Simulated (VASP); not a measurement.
# Ir (Fm-3m) in VASP: single point with PBE

Aim: the single point of Ir with PBE.

Everything below comes from runs of VASP 6.6.1. Logs are shortened: lines on timing, memory, paths and dates and some standing lists are left out, and cuts for length are marked.

## 1. The cell of the first run

It takes space group Fm-3m (No. 225, cubic). The conventional cell has a = 3.831 Å, b = 3.831 Å, c = 3.831 Å, α = 90.00°, β = 90.00°, γ = 90.00°. Within 3.6 Å of Ir (site symmetry m-3m) lie 12 Ir at 2.71 Å.

## 2. Single point, PBE, non-collinear spin, zero start, spin-orbit coupling

The input, INCAR:

```
SYSTEM = Ir
PREC = Accurate ; ENCUT = 560
EDIFF = 1E-6 ; ISMEAR = 0
SIGMA = 0.05 ; LREAL = .FALSE.
LASPH = .TRUE. ; NELM = 200
ALGO = Normal ; ISIF = 2
LWAVE = .FALSE. ; LCHARG = .FALSE.
MAGMOM = 0 0 0 ; LORBIT = 11
LSORBIT = .TRUE. ; GGA_COMPAT = .FALSE.
LORBMOM = .TRUE. ; LMAXMIX = 4
GGA = PE ; NBANDS = 28
```

The input, KPOINTS:

```
Automatic mesh
0
G
  18 18 18
  0 0 0
```

The input, POSCAR:

```
Ir
1.0
    0.0000000000      1.9156000000      1.9156000000
    1.9156000000      0.0000000000      1.9156000000
    1.9156000000      1.9156000000      0.0000000000
Ir
1
Direct
    0.0000000000      0.0000000000      0.0000000000
```

Potentials or basis: VASP PAW PBE potentials, release 64 (Ir_sv_GW).

On the command line:

```sh
$ cat potpaw_PBE.64/Ir_sv_GW/POTCAR > POTCAR
$ mpirun -np 1 vasp_ncl > vasp.out
```

OUTCAR:

```text
SYSTEM = Ir
   PREC = Accurate
   ENCUT = 560
   EDIFF = 1E-6
   ISMEAR = 0
   LREAL = .FALSE.
   LASPH = .TRUE.
   NELM = 200
   ISIF = 2
   LORBIT = 11
   LSORBIT = .TRUE.
   GGA = PE

 ion  position               nearest neighbor table
   1  0.000  0.000  0.000-

  LATTYP: Found a face centered cubic cell.
 ALAT       =     3.8312000000

  Lattice vectors:

 A1 = (   0.0000000000,   1.9156000000,   1.9156000000)
 A2 = (   1.9156000000,   0.0000000000,   1.9156000000)
 A3 = (   1.9156000000,   1.9156000000,   0.0000000000)

Analysis of symmetry for initial positions (statically):
=====================================================================
 Subroutine PRICEL returns:
 Original cell was already a primitive cell.

 Routine SETGRP: Setting up the symmetry group for a
 face centered cubic supercell.

 Subroutine GETGRP returns: Found 48 space group operations
 (whereof 48 operations were pure point group operations)
 out of a pool of 48 trial point group operations.

The static configuration has the point symmetry O_h .

Analysis of symmetry for dynamics (positions and initial velocities):
=====================================================================
 Subroutine PRICEL returns:
 Original cell was already a primitive cell.

 Routine SETGRP: Setting up the symmetry group for a
 face centered cubic supercell.

 Subroutine GETGRP returns: Found 48 space group operations
 (whereof 48 operations were pure point group operations)
 out of a pool of 48 trial point group operations.

The dynamic configuration has the point symmetry O_h .

Analysis of structural, dynamic, and magnetic symmetry:
=====================================================================
 Subroutine PRICEL returns:
 Original cell was already a primitive cell.

 Routine SETGRP: Setting up the symmetry group for a
 face centered cubic supercell.

 Subroutine GETGRP returns: Found 48 space group operations
 (whereof 48 operations were pure point group operations)
 out of a pool of 48 trial point group operations.

The overall configuration has the point symmetry O_h .

 Subroutine INISYM returns: Found 48 space group operations
 (whereof 48 operations are pure point group operations),
 and found     1 'primitive' translations

----------------------------------------------------------------------------------------

                                     Primitive cell

  volume of cell :      14.0587

  direct lattice vectors                    reciprocal lattice vectors
     0.000000000  1.915600000  1.915600000    -0.261014826  0.261014826  0.261014826
     1.915600000  0.000000000  1.915600000     0.261014826 -0.261014826  0.261014826
     1.915600000  1.915600000  0.000000000     0.261014826  0.261014826 -0.261014826

  length of vectors
     2.709067500  2.709067500  2.709067500     0.452090940  0.452090940  0.452090940

  position of ions in fractional coordinates (direct lattice)
     0.000000000  0.000000000  0.000000000

  ion indices of the primitive-cell ions
   primitive index   ion index
                 1           1

----------------------------------------------------------------------------------------

 KPOINTS: Automatic mesh

Automatic generation of k-mesh.
 Grid dimensions read from file:
 generate k-points for:   18   18   18

 Generating k-lattice:

  Cartesian coordinates                     Fractional coordinates (reciprocal lattice)
    -0.014500824  0.014500824  0.014500824     0.055555556  0.000000000  0.000000000
     0.014500824 -0.014500824  0.014500824     0.000000000  0.055555556  0.000000000
     0.014500824  0.014500824 -0.014500824     0.000000000  0.000000000  0.055555556

  Length of vectors
[... 55 lines left out ...]
   EDIFF  = 0.1E-05   stopping-criterion for ELM
   LREAL  =      F    real-space projection
   EDIFFG = 0.1E-04   stopping-criterion for IOM
   NSW    =      0    number of steps for IOM
   IBRION =     -1    ionic relax: 0-MD 1-quasi-New 2-CG
   NFREE  =      0    steps in history (QN), initial steepest desc. (CG)
   ISIF   =      2    stress and relaxation
   ISYM   =      2    0-nonsym 1-usesym 2-fastsym
   POTIM  = 0.5000    time-step for ionic-motion
   TEBEG  =    0.0;   TEEND  =   0.0 temperature during run
   PSTRESS=    0.0 pullay stress
   NELECT =      17.0000    total number of electrons
   NUPDOWN=      -1.0000    fix difference up-down
   EMIN   =  10.00;   EMAX   =-10.00  energy-range for DOS
   EFERMI =   0.00;   METHOD = LEGACY
   ISMEAR =     0;   SIGMA  =   0.05  broadening in eV -4-tet -1-fermi 0-gaus
   EFERMI_NEDOS =   21; number of points for ismear=-14 and -15
   IALGO  =     38    algorithm
   IMIX   =      4    mixing-type and parameters
     AMIX     =   0.40;   BMIX     =  1.00
     AMIX_MAG =   1.60;   BMIX_MAG =  1.00
  volume/ion in A,a.u.               =      14.06        94.87
  Fermi-wavevector in a.u.,A,eV,Ry     =   1.744120  3.295909 41.388295  3.041954
  Thomas-Fermi vector in A             =   2.816061
   LORBIT       =     11    0 simple, 1 ext, 2 COOP (PROOUT), +10 PAW based schemes
   GGA     = PE    functional components
   LHFCALC =     F    Hartree Fock is set to
   AEXX    =    0.0000 exact exchange contribution
   IVDW    =     0    specifies the selected vdW correction
   LEPSILON=     F    determine dielectric tensor
   LRPA    =     F    only Hartree local field effects (RPA)
 Gauss-broadening in eV      SIGMA  =   0.05
  energy-cutoff  :      560.00
  volume of cell :       14.06
 maximum number of plane-waves:       888
 NGX is ok and might be reduce to    24
   NGX = 11   NGY = 11   NGZ = 11

 number of electron      17.0000000 magnetization      -0.0000000      0.0000000      0.0000000

 number of electron      17.0000000 magnetization       0.0000000      0.0000000      0.0000000

 number of electron      17.0000000 magnetization      -0.0000000     -0.0000000     -0.0000000

 Free energy of the ion-electron system (eV)
  ---------------------------------------------------
  ext. energy  EPLUGINS =         0.00000000
  ---------------------------------------------------
  free energy    TOTEN  =       -11.43316145 eV

  energy without entropy =      -11.43171156  energy(sigma->0) =      -11.43243651

 E-fermi :  13.1069     XC(G=0): -14.5881

 val. band max:       13.1009703059   @ k =   0.3889   0.0556   0.0000
 cond. band min:      13.1096648967   @ k =  -0.3333   0.3333   0.0000
 fundamental gap:      0.0086945908
 Fermi energy:        13.1069357962

 k-point     1 :       0.0000    0.0000    0.0000
  band No.  band energies     occupation
      1     -79.9845      1.00000
      2     -79.9845      1.00000
      3     -44.9177      1.00000
      4     -44.9177      1.00000
      5     -32.5634      1.00000
      6     -32.5634      1.00000
[... 733 lines left out ...]
     27      35.9514      0.00000
     28      35.9514      0.00000

 [... further k-points ...]

------------------------ aborting loop because EDIFF is reached ----------------------------------------

  FORCE on cell =-STRESS in cart. coord.  units (eV):
  Direction    XX          YY          ZZ          XY          YZ          ZX
  --------------------------------------------------------------------------------------
  -------------------------------------------------------------------------------------
  Total        1.0072093      1.0072093      1.0072093     -0.0000000      0.0000000      0.0000000
  in kB      114.7851797    114.7851797    114.7851797     -0.0000000      0.0000000      0.0000000
  external PRESSURE =     114.7851797 kB  Pullay stress =       0.0000000 kB

 VOLUME and BASIS-vectors are now :
 -----------------------------------------------------------------------------
  energy-cutoff  :      560.00
  volume of cell :       14.06
      direct lattice vectors                 reciprocal lattice vectors
     0.000000000  1.915600000  1.915600000    -0.261014826  0.261014826  0.261014826
     1.915600000  0.000000000  1.915600000     0.261014826 -0.261014826  0.261014826
     1.915600000  1.915600000  0.000000000     0.261014826  0.261014826 -0.261014826

 POSITION                                       TOTAL-FORCE (eV/Angst)
 -----------------------------------------------------------------------------------
      0.00000      0.00000      0.00000         0.000000      0.000000      0.000000
 -----------------------------------------------------------------------------------
    total drift:                                0.000000     -0.000000     -0.000000

  FREE ENERGIE OF THE ION-ELECTRON SYSTEM (eV)
  ---------------------------------------------------
  free  energy   TOTEN  =       -11.4331614522 eV

  energy  without entropy=      -11.4317115617  energy(sigma->0) =      -11.43243651

 orbital moment (x)

 # of ion     p       d       f       tot
 ------------------------------------------------
  1         0.000   0.000  -0.000   0.000
 ------------------------------------------------
            0.000   0.000  -0.000   0.000

 orbital moment (y)

 # of ion     p       d       f       tot
 ------------------------------------------------
  1         0.000   0.000  -0.000   0.000
 ------------------------------------------------
            0.000   0.000  -0.000   0.000

 orbital moment (z)

 # of ion     p       d       f       tot
 ------------------------------------------------
  1         0.000   0.000   0.000   0.000
 ------------------------------------------------
            0.000   0.000   0.000   0.000

 Spin-Orbit-Coupling matrix elements

 Ion:    1  E_soc:     -4.0325096
 l=   1
     0.0000000    -0.5918453    -0.5918453
    -0.5918453     0.0000000    -0.5918453
    -0.5918453    -0.5918453     0.0000000
 l=   2
     0.0000000    -0.0139312     0.0000000    -0.0139312    -0.0662995
    -0.0139312     0.0000000    -0.0497246    -0.0139312    -0.0165749
     0.0000000    -0.0497246     0.0000000    -0.0497246     0.0000000
    -0.0139312    -0.0139312    -0.0497246     0.0000000    -0.0165749
    -0.0662995    -0.0165749     0.0000000    -0.0165749     0.0000000
 l=   3
     0.0000000    -0.0000013     0.0000000     0.0000000     0.0000000    -0.0000014    -0.0000041
    -0.0000013     0.0000000    -0.0000022     0.0000000    -0.0000022    -0.0000036    -0.0000013
     0.0000000    -0.0000022     0.0000000    -0.0000029    -0.0000013    -0.0000011     0.0000000
     0.0000000     0.0000000    -0.0000029     0.0000000    -0.0000029     0.0000000     0.0000000
     0.0000000    -0.0000022    -0.0000013    -0.0000029     0.0000000    -0.0000011     0.0000000
    -0.0000014    -0.0000036    -0.0000011     0.0000000    -0.0000011     0.0000000    -0.0000014
    -0.0000041    -0.0000013     0.0000000     0.0000000     0.0000000    -0.0000014     0.0000000

 total charge

# of ion       s       p       d       f       tot
--------------------------------------------------
    1        3.853   6.131   6.315   0.026  16.325

 magnetization (x)

# of ion       s       p       d       f       tot
--------------------------------------------------
    1        0.000   0.000   0.000   0.000   0.000

 magnetization (y)

# of ion       s       p       d       f       tot
--------------------------------------------------
    1        0.000   0.000  -0.000   0.000   0.000

 magnetization (z)

# of ion       s       p       d       f       tot
--------------------------------------------------
    1        0.000   0.000  -0.000   0.000   0.000
```

It took 95 s on 1 thread of Intel Xeon Platinum 8559C (Emerald Rapids), shared host; peak memory 0.29 GiB.

What came out:

| Property | Result |
| --- | --- |
| Free energy | -11.4332 eV |
| Pressure | 11.5 GPa |
| Net moment | 0.00 μB per cell |
| Valence electrons inside the program's atomic spheres | Ir 16.32 |

Moments on the atoms (μB; x, y, z):
```
Ir  0.00 0.00 0.00
```

Caveat: the cell stands under pressure.
